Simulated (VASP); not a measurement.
# SiNi2 (P6_3/mmc) in VASP: a series of runs

The runs below take SiNi2 through single point, with PBE.

Program: VASP 6.6.1. These are calculated values, not measurements. Logs are shortened: lines on timing, memory, paths and dates and some standing lists are left out, and cuts for length are marked.

### 1 The cell of the first run

It takes space group P6_3/mmc (No. 194, hexagonal). The conventional cell has a = 3.853 Å, b = 3.853 Å, c = 5.291 Å, α = 90.00°, β = 90.00°, γ = 120.00°. Si (site symmetry -6m2) has 11 Ni at 2.22 to 2.65 Å within 2.9 Å. Within 3.4 Å of Ni (site symmetry -3m) lie 6 Si at 2.59 Å and 8 Ni at 2.59 to 2.65 Å. Ni (site symmetry -6m2) has 5 Si at 2.22 to 2.65 Å and 6 Ni at 2.59 Å within 2.9 Å.

### 2 Single point, PBE (uniaxial strain along c: +6.0 %)

INCAR reads:

```
SYSTEM = SiNi2
PREC     = Accurate       ! precision mode
ENCUT    = 520            ! plane-wave cutoff, eV
EDIFF    = 1E-6           ! SCF threshold, eV
ISMEAR   = 0              ! smearing method
SIGMA    = 0.1            ! smearing width, eV
LREAL    = .False.        ! projectors in reciprocal space
LASPH    = .True.         ! aspherical terms in the spheres
NELM     = 100            ! most SCF steps
ALGO     = Fast           ! electronic algorithm
ISIF     = 2              ! what is computed and relaxed
LWAVE    = .False.        ! write WAVECAR
LCHARG   = .False.        ! write CHGCAR
GGA      = PE             ! functional
NBANDS   = 33             ! bands
```

KPOINTS reads:

```
Automatic mesh
0
Gamma
  12 12 8
  0 0 0
```

POSCAR reads:

```
SiNi2
1.0
    3.8532473996      0.0000000000      0.0000000000
   -1.9266236998      3.3370101352      0.0000000000
    0.0000000000      0.0000000000      5.2909393354
Si Ni
2 4
Direct
    0.3333333331      0.6666666669      0.7500000000
    0.6666666669      0.3333333331      0.2500000000
    0.0000000000      0.0000000000      0.0000000000
    0.0000000000      0.0000000000      0.5000000000
    0.3333333338      0.6666666662      0.2500000000
    0.6666666662      0.3333333338      0.7500000000
```

Potentials or basis: VASP PAW PBE potentials, release 64 (Si, Ni).

On the command line:

```
cat potpaw_PBE.64/Si/POTCAR potpaw_PBE.64/Ni/POTCAR > POTCAR
mpirun -np 1 vasp_std > vasp.out
```

OUTCAR:

```text
SYSTEM = SiNi2
   PREC = Accurate
   ENCUT = 520
   EDIFF = 1E-6
   ISMEAR = 0
   LREAL = .False.
   LASPH = .True.
   NELM = 100
   ISIF = 2
   GGA = PE

 ion  position               nearest neighbor table
   1  0.333  0.667  0.750-   6 2.22   6 2.22   6 2.22   3 2.59   4 2.59   4 2.59   3 2.59   4 2.59
                             3 2.59   5 2.65   5 2.65
   2  0.667  0.333  0.250-   5 2.22   5 2.22   5 2.22   3 2.59   4 2.59   3 2.59   4 2.59   3 2.59
                             4 2.59   6 2.65   6 2.65
   3  0.000  0.000  0.000-   6 2.59   5 2.59   2 2.59   1 2.59   6 2.59   5 2.59   1 2.59   2 2.59
                             2 2.59   1 2.59   5 2.59   6 2.59   4 2.65   4 2.65
   4  0.000  0.000  0.500-   6 2.59   5 2.59   2 2.59   1 2.59   6 2.59   5 2.59   1 2.59   2 2.59
                             2 2.59   1 2.59   5 2.59   6 2.59   3 2.65   3 2.65
   5  0.333  0.667  0.250-   2 2.22   2 2.22   2 2.22   4 2.59   3 2.59   4 2.59   3 2.59   4 2.59
                             3 2.59   1 2.65   1 2.65
   6  0.667  0.333  0.750-   1 2.22   1 2.22   1 2.22   3 2.59   4 2.59   3 2.59   4 2.59   4 2.59
                             3 2.59   2 2.65   2 2.65

  LATTYP: Found a hexagonal cell.
 ALAT       =     3.8532473996
 C/A-ratio  =     1.3731117644

  Lattice vectors:

 A1 = (   3.8532473996,   0.0000000000,   0.0000000000)
 A2 = (  -1.9266236998,   3.3370101352,   0.0000000000)
 A3 = (   0.0000000000,   0.0000000000,   5.2909393354)

Analysis of symmetry for initial positions (statically):
=====================================================================
 Subroutine PRICEL returns:
 Original cell was already a primitive cell.

 Routine SETGRP: Setting up the symmetry group for a
 hexagonal supercell.

 Subroutine GETGRP returns: Found 24 space group operations
 (whereof 12 operations were pure point group operations)
 out of a pool of 24 trial point group operations.

The static configuration has the point symmetry D_3d.
 The point group associated with its full space group is D_6h.

Analysis of symmetry for dynamics (positions and initial velocities):
=====================================================================
 Subroutine PRICEL returns:
 Original cell was already a primitive cell.

 Routine SETGRP: Setting up the symmetry group for a
 hexagonal supercell.

 Subroutine GETGRP returns: Found 24 space group operations
 (whereof 12 operations were pure point group operations)
 out of a pool of 24 trial point group operations.

[... 113 lines left out ...]
   IBRION =     -1    ionic relax: 0-MD 1-quasi-New 2-CG
   NFREE  =      0    steps in history (QN), initial steepest desc. (CG)
   ISIF   =      2    stress and relaxation
   ISYM   =      2    0-nonsym 1-usesym 2-fastsym
   POTIM  = 0.5000    time-step for ionic-motion
   TEBEG  =    0.0;   TEEND  =   0.0 temperature during run
   PSTRESS=    0.0 pullay stress
   NELECT =      48.0000    total number of electrons
   NUPDOWN=      -1.0000    fix difference up-down
   EMIN   =  10.00;   EMAX   =-10.00  energy-range for DOS
   EFERMI =   0.00;   METHOD = LEGACY
   ISMEAR =     0;   SIGMA  =   0.10  broadening in eV -4-tet -1-fermi 0-gaus
   EFERMI_NEDOS =   21; number of points for ismear=-14 and -15
   IALGO  =     68    algorithm
   IMIX   =      4    mixing-type and parameters
     AMIX     =   0.40;   BMIX     =  1.00
     AMIX_MAG =   1.60;   BMIX_MAG =  1.00
  volume/ion in A,a.u.               =      11.34        76.52
  Fermi-wavevector in a.u.,A,eV,Ry     =   1.457414  2.754113 28.899518  2.124055
  Thomas-Fermi vector in A             =   2.574218
   LORBIT       =      0    0 simple, 1 ext, 2 COOP (PROOUT), +10 PAW based schemes
   GGA     = PE    functional components
   LHFCALC =     F    Hartree Fock is set to
   AEXX    =    0.0000 exact exchange contribution
   IVDW    =     0    specifies the selected vdW correction
   LEPSILON=     F    determine dielectric tensor
   LRPA    =     F    only Hartree local field effects (RPA)
 non-spin polarized calculation
 RMM-DIIS sequential band-by-band and
 Gauss-broadening in eV      SIGMA  =   0.10
  energy-cutoff  :      520.00
  volume of cell :       68.03
 maximum number of plane-waves:      1860
 NGX is ok and might be reduce to    30
   NGX = 15   NGY = 15   NGZ = 19

 number of electron      47.9999953 magnetization

 Free energy of the ion-electron system (eV)
  ---------------------------------------------------
  ext. energy  EPLUGINS =         0.00000000
  ---------------------------------------------------
  free energy    TOTEN  =       -35.60418205 eV

  energy without entropy =      -35.58656369  energy(sigma->0) =      -35.59537287

 E-fermi :  10.4977     XC(G=0): -12.7257

 val. band max:       10.4920472746   @ k =   0.2500   0.2500   0.1250
 cond. band min:      10.5052587560   @ k =   0.2500   0.2500   0.5000
 fundamental gap:      0.0132114814
 Fermi energy:        10.4976697519

 k-point     1 :       0.0000    0.0000    0.0000
  band No.  band energies     occupation
      1      -1.7024      2.00000
      2       2.0614      2.00000
      3       4.1283      2.00000
      4       5.6990      2.00000
      5       5.6990      2.00000
      6       6.6930      2.00000
[... 853 lines left out ...]
     32      17.3235      0.00000
     33      19.2458      0.00000

 [... further k-points ...]

------------------------ aborting loop because EDIFF is reached ----------------------------------------

  FORCE on cell =-STRESS in cart. coord.  units (eV):
  Direction    XX          YY          ZZ          XY          YZ          ZX
  --------------------------------------------------------------------------------------
  -------------------------------------------------------------------------------------
  Total        0.8352309      0.8352309     -4.7107377      0.0000000      0.0000000     -0.0000000
  in kB       19.6697993     19.6697993   -110.9385031      0.0000000      0.0000000     -0.0000000
  external PRESSURE =     -23.8663015 kB  Pullay stress =       0.0000000 kB

 VOLUME and BASIS-vectors are now :
 -----------------------------------------------------------------------------
  energy-cutoff  :      520.00
  volume of cell :       68.03
      direct lattice vectors                 reciprocal lattice vectors
     3.853247400  0.000000000  0.000000000     0.259521359  0.149834726  0.000000000
    -1.926623700  3.337010135  0.000000000     0.000000000  0.299669452  0.000000000
     0.000000000  0.000000000  5.290939335     0.000000000  0.000000000  0.189002356

 POSITION                                       TOTAL-FORCE (eV/Angst)
 -----------------------------------------------------------------------------------
     -0.00000      2.22467      3.96820        -0.000000     -0.000000      0.000000
      1.92662      1.11234      1.32273         0.000000      0.000000      0.000000
      0.00000      0.00000      0.00000         0.000000      0.000000      0.000000
      0.00000      0.00000      2.64547         0.000000      0.000000      0.000000
      0.00000      2.22467      1.32273         0.000000      0.000000      0.000000
      1.92662      1.11234      3.96820        -0.000000      0.000000      0.000000
 -----------------------------------------------------------------------------------
    total drift:                                0.000000     -0.000000      0.000000

  FREE ENERGIE OF THE ION-ELECTRON SYSTEM (eV)
  ---------------------------------------------------
  free  energy   TOTEN  =       -35.6041820493 eV

  energy  without entropy=      -35.5865636891  energy(sigma->0) =      -35.59537287
```

stdout:

```text
POSCAR found type information on POSCAR SiNi
 POSCAR found :  2 types and       6 ions
 scaLAPACK will be used
 LDA part: xc-table for (Slater+PW92), standard interpolation
 POSCAR, INCAR and KPOINTS ok, starting setup
 FFT: planning ... GRIDC
 FFT: planning ... GRID_SOFT
 FFT: planning ... GRID
 WAVECAR not read
 entering main loop
```

Run time: 7.4 min. Hardware: 1 thread of Intel Xeon 8259CL, shared host; peak memory 0.3 GiB.

What came out:

```
Free energy            : -35.6042 eV
Pressure               : -2.4 GPa
Band gap on the k mesh : zero (bands 24 and 25 overlap by 3.72 eV)
```

Caveat: the cell differs from its parent crystal (uniaxial strain along c: +6.0 %).

### 3 Single point, PBE (uniaxial strain along c: +6.0 %, then relaxed in part)

INCAR reads:

```
SYSTEM = SiNi2
ALGO = Fast
EDIFF = 1E-6
ENCUT = 520
GGA = PE
ISIF = 2
ISMEAR = 0
LASPH = .TRUE.
LCHARG = .FALSE.
LREAL = .FALSE.
LWAVE = .FALSE.
NBANDS = 33
NELM = 60
PREC = Accurate
SIGMA = 0.1
```

KPOINTS reads:

```
k-points
0
G
  12 12 8
  0 0 0
```

POSCAR reads:

```
SiNi2
1.0
    3.8646783262      0.0000000000      0.0000000000
   -1.9323391631      3.3469096079      0.0000000000
    0.0000000000      0.0000000000      5.2909393354
Si Ni
2 4
Direct
    0.3333333330      0.6666666670      0.7500000000
    0.6666666670      0.3333333330      0.2500000000
    0.0000000000      0.0000000000      0.0000000000
    0.0000000000      0.0000000000      0.5000000000
    0.3333333333      0.6666666667      0.2500000000
    0.6666666667      0.3333333333      0.7500000000
```

Potentials or basis: VASP PAW PBE potentials, release 64 (Si, Ni).

On the command line:

```
cat potpaw_PBE.64/Si/POTCAR potpaw_PBE.64/Ni/POTCAR > POTCAR
mpirun -np 1 vasp_std > vasp.out
```

OUTCAR:

```text
SYSTEM = SiNi2
   EDIFF = 1E-6
   ENCUT = 520
   GGA = PE
   ISIF = 2
   ISMEAR = 0
   LASPH = .TRUE.
   LREAL = .FALSE.
   NELM = 60
   PREC = Accurate

 ion  position               nearest neighbor table
   1  0.333  0.667  0.750-   6 2.23   6 2.23   6 2.23   3 2.59   4 2.59   4 2.59   3 2.59   4 2.59
                             3 2.59   5 2.65   5 2.65
   2  0.667  0.333  0.250-   5 2.23   5 2.23   5 2.23   3 2.59   4 2.59   3 2.59   4 2.59   3 2.59
[... 1084 lines left out ...]
  -------------------------------------------------------------------------------------
  Total        0.1675510      0.1675510     -4.9819858      0.0000000      0.0000000      0.0000000
  in kB        3.9225421      3.9225421   -116.6334045      0.0000000      0.0000000      0.0000000
  external PRESSURE =     -36.2627734 kB  Pullay stress =       0.0000000 kB

 VOLUME and BASIS-vectors are now :
 -----------------------------------------------------------------------------
  energy-cutoff  :      520.00
  volume of cell :       68.44
      direct lattice vectors                 reciprocal lattice vectors
     3.864678326  0.000000000  0.000000000     0.258753748  0.149391546  0.000000000
    -1.932339163  3.346909608  0.000000000     0.000000000  0.298783092  0.000000000
     0.000000000  0.000000000  5.290939335     0.000000000  0.000000000  0.189002356

 POSITION                                       TOTAL-FORCE (eV/Angst)
 -----------------------------------------------------------------------------------
     -0.00000      2.23127      3.96820         0.000000     -0.000000      0.000000
      1.93234      1.11564      1.32273        -0.000000      0.000000      0.000000
      0.00000      0.00000      0.00000        -0.000000     -0.000000      0.000000
      0.00000      0.00000      2.64547        -0.000000     -0.000000      0.000000
     -0.00000      2.23127      1.32273         0.000000     -0.000000      0.000000
      1.93234      1.11564      3.96820        -0.000000      0.000000      0.000000
 -----------------------------------------------------------------------------------
    total drift:                                0.000000     -0.000000      0.000000

  FREE ENERGIE OF THE ION-ELECTRON SYSTEM (eV)
  ---------------------------------------------------
  free  energy   TOTEN  =       -35.6064668197 eV

  energy  without entropy=      -35.5885056135  energy(sigma->0) =      -35.59748622
```

stdout:

```text
POSCAR found type information on POSCAR SiNi
 POSCAR found :  2 types and       6 ions
 scaLAPACK will be used
 LDA part: xc-table for (Slater+PW92), standard interpolation
 POSCAR, INCAR and KPOINTS ok, starting setup
 FFT: planning ... GRIDC
 FFT: planning ... GRID_SOFT
 FFT: planning ... GRID
 WAVECAR not read
 entering main loop
```

It took 6.2 min on 1 thread of Intel Xeon 8259CL, shared host; peak memory 0.3 GiB.

Results:

| Item | Value |
| --- | --- |
| Free energy | -35.6065 eV |
| Pressure | -3.6 GPa |
| Band gap on the k mesh | zero (bands 24 and 25 overlap by 3.69 eV) |

Caveat: the cell differs from its parent crystal (uniaxial strain along c: +6.0 %, then relaxed in part); the cell stands under tension.
